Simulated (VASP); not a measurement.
Here is a VASP 6.6.1 calculation.

The input INCAR:

```
ALGO = Normal
EDIFF = 1E-6
ENCUT = 500
GGA = PS
GGA_COMPAT = False
ISIF = 2
ISMEAR = -1
LASPH = True
LCHARG = False
LREAL = False
LWAVE = False
NBANDS = 14
NELM = 120
PREC = Accurate
SIGMA = 0.05
```

File KPOINTS:

```
k-points
0
Gamma
  10 10 10
```

Contents of POSCAR:

```
TiB
1.0
    0.0000000000      2.4535987764      2.4535987764
    2.4535987764      0.0000000000      2.4535987764
    2.4535987764      2.4535987764      0.0000000000
Ti B
1 1
Direct
    0.0000000000      0.0000000000      0.0000000000
    0.2500000000      0.2500000000      0.2500000000
```

Potentials or basis: VASP PAW PBE potentials, release 64 (Ti_sv, B).

Launch:

```bash
$ cat potpaw_PBE.64/Ti_sv/POTCAR potpaw_PBE.64/B/POTCAR > POTCAR
$ mpirun -np 1 vasp_std > vasp.out
```

Task: Predict the pressure.

Result: 0.0 GPa.

Task: Estimate the band gap on the k mesh.

Result: Zero (an odd number of electrons rules out a gap without spin polarisation).

Caveat: the PAW data sets were made with another functional, which shifts forces and pressure a little.
